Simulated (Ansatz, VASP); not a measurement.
# GaSb2 in VASP and in Ansatz

```xyz
6
Lattice="4.1585 -0.0004 0.0014 -2.0795 3.6018 -0.0008 -0.0030 0.0003 10.9966" Properties=species:S:1:pos:R:3 pbc="T T T"
Ga   -0.0007    2.4013    2.7497
Ga    2.0767    1.2005    8.2475
Sb   -0.0030    2.4013    6.4895
Sb    2.0798    1.2002    0.9913
Sb   -0.0019    2.4014   10.0057
Sb    2.0769    1.2007    4.5077
```

Change from the starting cell: 2H molybdenite type (P6_3/mmc, No. 194); cell x1, atoms moved at random (sigma 0.05 Å) and cell strained at random (1.5 %), then relaxed without symmetry.

Alike in both runs: functional PBE; k mesh 6 × 6 × 2; occupations gaussian, width 0.1 eV; no spin polarisation.

Ansatz relaxed the structure, and its values are those at the end. VASP's run is a single point on that final structure, the one shown.

|  | VASP | Ansatz |
| --- | --- | --- |
| version | VASP 6.6.1 | Ansatz 0.2.0 |
| potentials or method | VASP PAW PBE potentials, release 64 (Ga_d, Sb), cutoff 520 eV | scalar-relativistic, plane waves, PAW |
| valence electrons in the cell | 46 | 86 |

|  | VASP | Ansatz | Ansatz less VASP |
| --- | --- | --- | --- |
| gap on the k mesh at the Fermi level (eV) | none | none | - |
| pressure (GPa) | 0.0 | 0.0 | 0.00 |
| rms of the force components (eV/Å) | 0.004 | 0.003 | -0.0004 |

A gap of «none» marks a metal or a gap that the smearing closes. The functional is the same, so the differences come from potentials, cutoffs and numerics. VASP's potentials hold 46 valence electrons a cell and Ansatz's 86, so a difference there can come from the potentials and not from the codes.

Neither program's run includes spin-orbit coupling.
